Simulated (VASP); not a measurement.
# WSe2 (P6_3/mmc) in VASP: further runs, part 2 of 2

VASP 6.6.1. The steps go on from the part before.

## (3) Single point, PBE+D3(BJ), non-collinear spin, zero start, spin-orbit coupling

This run uses another cell than the first one, of 17.47 Å³/atom.

Contents of INCAR:

```
PREC     = Accurate       # precision mode
ENCUT    = 520            # plane-wave cutoff, eV
EDIFF    = 1E-6           # SCF threshold, eV
ISMEAR   = 0              # smearing method
SIGMA    = 0.02           # smearing width, eV
LREAL    = False          # projectors in reciprocal space
LASPH    = True           # aspherical terms in the spheres
NELM     = 150            # most SCF steps
ALGO     = Normal         # electronic algorithm
ISIF     = 2              # what is computed and relaxed
LWAVE    = False          # write WAVECAR
LCHARG   = True           # write CHGCAR
MAGMOM   = 0 0 0 0 0 0 0 0 0 0 0 0 0 0 0 0 0 0 # initial moments
LORBIT   = 11             # projections on sites
LSORBIT  = True           # spin-orbit coupling
GGA_COMPAT= False        
LORBMOM  = True         
LMAXMIX  = 4              # l up to which the mixer works
GGA      = PE             # functional
IVDW     = 12             # dispersion correction
LVHAR    = True         
NBANDS   = 68             # bands
```

Contents of KPOINTS:

```
Automatic mesh
0
Gamma
  12 12 2
```

Contents of POSCAR:

```
WSe2
1.0
    3.1798238191      0.0000000000      0.0000000000
   -1.5899119095      2.7538082070      0.0000000000
    0.0000000000      0.0000000000     11.9671318353
W Se
2 4
Direct
    0.3333333333      0.6666666667      0.2500000000
    0.6666666667      0.3333333333      0.7500000000
    0.3333333333      0.6666666667      0.6083204648
    0.6666666667      0.3333333333      0.1083204648
    0.3333333333      0.6666666667      0.8916795352
    0.6666666667      0.3333333333      0.3916795352
```

Potentials or basis: VASP PAW PBE potentials, release 64 (W_sv, Se).

Command:

```sh
$ cat potpaw_PBE.64/W_sv/POTCAR potpaw_PBE.64/Se/POTCAR > POTCAR
$ mpirun -np 1 vasp_ncl > vasp.out
```

OUTCAR:

```text
PREC = Accurate
   ENCUT = 520
   EDIFF = 1E-6
   ISMEAR = 0
   LREAL = False
   LASPH = True
   NELM = 150
   ISIF = 2
   LORBIT = 11
   LSORBIT = True
   GGA = PE
   IVDW = 12
 IVDW          = 12

 ion  position               nearest neighbor table
   1  0.333  0.667  0.250-   4 2.50   6 2.50   4 2.50   6 2.50   4 2.50   6 2.50
   2  0.667  0.333  0.750-   3 2.50   5 2.50   3 2.50   5 2.50   3 2.50   5 2.50
   3  0.333  0.667  0.608-   2 2.50   2 2.50   2 2.50
   4  0.667  0.333  0.108-   1 2.50   1 2.50   1 2.50
   5  0.333  0.667  0.892-   2 2.50   2 2.50   2 2.50
   6  0.667  0.333  0.392-   1 2.50   1 2.50   1 2.50

  LATTYP: Found a hexagonal cell.
 ALAT       =     3.1798238191
 C/A-ratio  =     3.7634575109

  Lattice vectors:

 A1 = (   3.1798238191,   0.0000000000,   0.0000000000)
 A2 = (  -1.5899119095,   2.7538082070,   0.0000000000)
 A3 = (   0.0000000000,   0.0000000000,  11.9671318353)

Analysis of symmetry for initial positions (statically):
=====================================================================
 Subroutine PRICEL returns:
 Original cell was already a primitive cell.

 Routine SETGRP: Setting up the symmetry group for a
 hexagonal supercell.

 Subroutine GETGRP returns: Found 24 space group operations
 (whereof 12 operations were pure point group operations)
 out of a pool of 24 trial point group operations.

The static configuration has the point symmetry D_3d.
 The point group associated with its full space group is D_6h.

Analysis of symmetry for dynamics (positions and initial velocities):
=====================================================================
 Subroutine PRICEL returns:
 Original cell was already a primitive cell.

 Routine SETGRP: Setting up the symmetry group for a
 hexagonal supercell.

[... 1863 lines left out ...]
  6        -0.000   0.000  -0.000
 ----------------------------------------
           -0.000   0.000  -0.000

 orbital moment (z)

 # of ion     p       d       tot
 ----------------------------------------
  1         0.000   0.000   0.000
  2         0.000   0.000   0.000
  3         0.000   0.000   0.000
  4         0.000  -0.000  -0.000
  5         0.000   0.000   0.000
  6         0.000   0.000   0.000
 ----------------------------------------
            0.000   0.000   0.000

 Spin-Orbit-Coupling matrix elements

 Ion:    1  E_soc:     -1.5260593
 l=   1
     0.0000000    -0.2250859    -0.2257735
    -0.2250859     0.0000000    -0.2250859
    -0.2257735    -0.2250859     0.0000000
 l=   2
     0.0000000    -0.0056175     0.0000000    -0.0056175    -0.0251770
    -0.0056175     0.0000000    -0.0172933    -0.0048507    -0.0056175
     0.0000000    -0.0172933     0.0000000    -0.0172933     0.0000000
    -0.0056175    -0.0048507    -0.0172933     0.0000000    -0.0056175
    -0.0251770    -0.0056175     0.0000000    -0.0056175     0.0000000
 l=   3
     0.0000000     0.0000000     0.0000000     0.0000000     0.0000000     0.0000000     0.0000000
     0.0000000     0.0000000     0.0000000     0.0000000     0.0000000     0.0000000     0.0000000
     0.0000000     0.0000000     0.0000000     0.0000000     0.0000000     0.0000000     0.0000000
     0.0000000     0.0000000     0.0000000     0.0000000     0.0000000     0.0000000     0.0000000
[... 89 lines left out ...]
 l=   2
     0.0000000     0.0000064     0.0000000     0.0000064     0.0000024
     0.0000064     0.0000000     0.0000073     0.0000132     0.0000064
     0.0000000     0.0000073     0.0000000     0.0000073     0.0000000
     0.0000064     0.0000132     0.0000073     0.0000000     0.0000064
     0.0000024     0.0000064     0.0000000     0.0000064     0.0000000
 l=   3
     0.0000000     0.0000000     0.0000000     0.0000000     0.0000000     0.0000000     0.0000000
     0.0000000     0.0000000     0.0000000     0.0000000     0.0000000     0.0000000     0.0000000
     0.0000000     0.0000000     0.0000000     0.0000000     0.0000000     0.0000000     0.0000000
     0.0000000     0.0000000     0.0000000     0.0000000     0.0000000     0.0000000     0.0000000
     0.0000000     0.0000000     0.0000000     0.0000000     0.0000000     0.0000000     0.0000000
     0.0000000     0.0000000     0.0000000     0.0000000     0.0000000     0.0000000     0.0000000
     0.0000000     0.0000000     0.0000000     0.0000000     0.0000000     0.0000000     0.0000000

 total charge

# of ion       s       p       d       tot
------------------------------------------
    1        2.320   6.314   3.472  12.105
    2        2.320   6.314   3.472  12.105
    3        1.483   2.378   0.087   3.948
    4        1.483   2.378   0.087   3.948
    5        1.483   2.378   0.087   3.948
    6        1.483   2.378   0.087   3.948
--------------------------------------------------
tot         10.570  22.141   7.293  40.004

 magnetization (x)

# of ion       s       p       d       tot
------------------------------------------
    1       -0.000  -0.000   0.000   0.000
    2       -0.000  -0.000   0.000   0.000
    3       -0.000  -0.000  -0.000  -0.000
    4        0.000  -0.000   0.000  -0.000
    5        0.000   0.000   0.000   0.000
    6       -0.000  -0.000   0.000  -0.000
--------------------------------------------------
tot         -0.000  -0.000   0.000  -0.000

 magnetization (y)

# of ion       s       p       d       tot
------------------------------------------
    1        0.000   0.000   0.000   0.000
    2        0.000   0.000   0.000   0.000
    3        0.000   0.000   0.000   0.000
    4       -0.000   0.000  -0.000  -0.000
    5        0.000   0.000  -0.000  -0.000
    6        0.000   0.000   0.000   0.000
--------------------------------------------------
tot         -0.000   0.000  -0.000  -0.000

 magnetization (z)

# of ion       s       p       d       tot
------------------------------------------
    1        0.000   0.000   0.000   0.000
    2        0.000   0.000   0.000   0.000
    3        0.000   0.000   0.000   0.000
    4        0.000   0.000   0.000   0.000
    5        0.000   0.000   0.000   0.000
    6        0.000   0.000   0.000   0.000
--------------------------------------------------
tot          0.000   0.000   0.000   0.000
```

OSZICAR:

```text
N       E                     dE             d eps       ncg     rms          rms(c)
DAV:   1     0.568540743806E+03    0.56854E+03   -0.27400E+04  5496   0.154E+03
DAV:   2     0.400915818060E+00   -0.56814E+03   -0.54573E+03  5872   0.434E+02
DAV:   3    -0.440857694196E+02   -0.44487E+02   -0.43103E+02  6276   0.116E+02
DAV:   4    -0.455007541804E+02   -0.14150E+01   -0.13988E+01  6288   0.195E+01
DAV:   5    -0.455238546288E+02   -0.23100E-01   -0.22992E-01  6252   0.263E+00    0.334E+01
DAV:   6    -0.442120466663E+02    0.13118E+01   -0.44177E+00  6060   0.147E+01    0.131E+01
DAV:   7    -0.440341080883E+02    0.17794E+00   -0.24492E+00  5616   0.760E+00    0.594E+00
DAV:   8    -0.438738904087E+02    0.16022E+00   -0.35588E-01  5696   0.430E+00    0.148E+00
DAV:   9    -0.438758059329E+02   -0.19155E-02   -0.63108E-02  6076   0.125E+00    0.820E-01
DAV:  10    -0.438735758725E+02    0.22301E-02   -0.76252E-03  5756   0.587E-01    0.337E-01
DAV:  11    -0.438735062636E+02    0.69609E-04   -0.15158E-03  6144   0.245E-01    0.511E-02
DAV:  12    -0.438735015688E+02    0.46948E-05   -0.19475E-04  5656   0.910E-02    0.573E-02
DAV:  13    -0.438735080416E+02   -0.64728E-05   -0.20275E-05  5964   0.251E-02    0.247E-02
DAV:  14    -0.438735097398E+02   -0.16982E-05   -0.76820E-06  6020   0.175E-02    0.390E-03
DAV:  15    -0.438735098862E+02   -0.14642E-06   -0.49486E-07  2920   0.536E-03
   1 F= -.47136791E+02 E0= -.47136791E+02  d E =-.237321E-35  mag=     0.0000    -0.0000    -0.0000
```

Wall time 14 min (1 thread of Oxide Virtual Turin-like, shared host); peak memory 0.62 GiB.

What came out:

```yaml
Free_energy: -47.1368 eV
Pressure: 11.8 GPa
Largest_force: 0.097 eV/Å
Net_moment: 0.00 μB per cell
Valence_electrons_inside_the_program's_atomic_spheres: W 12.11; Se 3.95
Dispersion_energy_per_atom: -0.544 eV
```

Forces in eV/Å, atoms in the order of the input:
```
W    0.000  0.000  0.000
W    0.000  0.000  0.000
Se   0.000  0.000 -0.097
Se   0.000  0.000 -0.097
Se   0.000  0.000  0.097
Se   0.000  0.000  0.097
```

Stress tensor (GPa, compression positive):
```
11.71  0.00  0.00
 0.00 11.71  0.00
 0.00  0.00 11.99
```

Moments on the atoms (μB; x, y, z):
```
W   0.00 0.00 0.00
W   0.00 0.00 0.00
Se  0.00 0.00 0.00
Se  0.00 0.00 0.00
Se  0.00 0.00 0.00
Se  0.00 0.00 0.00
```

Caveat: the cell stands under pressure.

## (4) Single point, PBE+D3(BJ), non-collinear spin, zero start, spin-orbit coupling

Contents of INCAR:

```
PREC     = Accurate       # precision mode
ENCUT    = 520            # plane-wave cutoff, eV
EDIFF    = 1E-7           # SCF threshold, eV
ISMEAR   = 0              # smearing method
SIGMA    = 0.02           # smearing width, eV
LREAL    = F              # projectors in reciprocal space
LASPH    = T              # aspherical terms in the spheres
NELM     = 150            # most SCF steps
ALGO     = Normal         # electronic algorithm
ISIF     = 2              # what is computed and relaxed
LWAVE    = F              # write WAVECAR
LCHARG   = F              # write CHGCAR
MAGMOM   = 0 0 0 0 0 0 0 0 0 0 0 0 0 0 0 0 0 0 # initial moments
LORBIT   = 11             # projections on sites
LSORBIT  = T              # spin-orbit coupling
GGA_COMPAT= F            
LORBMOM  = T            
LMAXMIX  = 4              # l up to which the mixer works
GGA      = PE             # functional
IVDW     = 12             # dispersion correction
NBANDS   = 68             # bands
```

KPOINTS is that of step 3.

Contents of POSCAR:

```
WSe2
1.0
    3.2790275148      0.0000000000      0.0000000000
   -1.6395137574      2.8397211276      0.0000000000
    0.0000000000      0.0000000000     12.7886116041
W Se
2 4
Direct
    0.3333333333      0.6666666667      0.2500000000
    0.6666666667      0.3333333333      0.7500000000
    0.3333333333      0.6666666667      0.6182912265
    0.6666666667      0.3333333333      0.1182912265
    0.3333333333      0.6666666667      0.8817087735
    0.6666666667      0.3333333333      0.3817087735
```

Command:

```sh
$ cat potpaw_PBE.64/W_sv/POTCAR potpaw_PBE.64/Se/POTCAR > POTCAR
$ mpirun -np 1 vasp_ncl > vasp.out
```

Run time: 16 min. Hardware: 1 thread of Oxide Virtual Turin-like, shared host; peak memory 0.68 GiB.

The run converged. Its results:

```yaml
Free_energy: -47.5658 eV
Pressure: 0.6 GPa
Largest_force: 0.081 eV/Å
Net_moment: 0.00 μB per cell
Valence_electrons_inside_the_program's_atomic_spheres: W 11.98; Se 3.90
Dispersion_energy_per_atom: -0.475 eV
```

Forces on the atoms (eV/Å):
```
W    0.000  0.000  0.000
W    0.000  0.000  0.000
Se   0.000  0.000 -0.081
Se   0.000  0.000 -0.081
Se   0.000  0.000  0.081
Se   0.000  0.000  0.081
```

Stress tensor (GPa, compression positive):
```
0.54 0.00 0.00
0.00 0.54 0.00
0.00 0.00 0.66
```

Moments on the atoms (μB; x, y, z):
```
W   0.00 0.00 0.00
W   0.00 0.00 0.00
Se  0.00 0.00 0.00
Se  0.00 0.00 0.00
Se  0.00 0.00 0.00
Se  0.00 0.00 0.00
```

## (5) The runs side by side

```tsv
spin	cell	pressure (GPa)	moment (μB)	largest force (eV/Å)
off	a = 3.279, b = 3.279, c = 12.789 Å, angles 90.0, 90.0, 120.0°, 6 atoms, atomic positions A	0.3	-	0.05
non-collinear, zero start, SOC	a = 3.180, b = 3.180, c = 11.967 Å, angles 90.0, 90.0, 120.0°, 6 atoms, atomic positions B	11.8	0.00	0.10
non-collinear, zero start, SOC	a = 3.279, b = 3.279, c = 12.789 Å, angles 90.0, 90.0, 120.0°, 6 atoms, atomic positions A	0.6	0.00	0.08
```

Alike in all rows: task single point; level PBE+D3(BJ); potentials or basis VASP PAW PBE potentials, release 64 (W_sv, Se); k mesh 12 × 12 × 2; cutoff (eV) 520; smearing gaussian 0.02 eV.

Caveats: spin-orbit coupling is left out, which moves the levels of the heavy elements (at least some runs); the cell stands under pressure (at least some runs).

Absolute energies hang on the potentials; compare differences alone.

## (6) How close it comes

Step 2. Measured gap of WSe2: 1.3 eV (indirect; “Time-resolved XUV ARPES with tunable 24–33 eV laser pulses at 30 meV resolution”, 2019, pmc:6684652). This calculation gives 0.89 eV (-0.41 eV). Spin-orbit coupling on Se, W is left out. The value is that of PBE+D3(BJ) on a finite k mesh, which can miss the band edges, without temperature or zero-point motion. Semilocal functionals fall short of measured gaps as a rule.
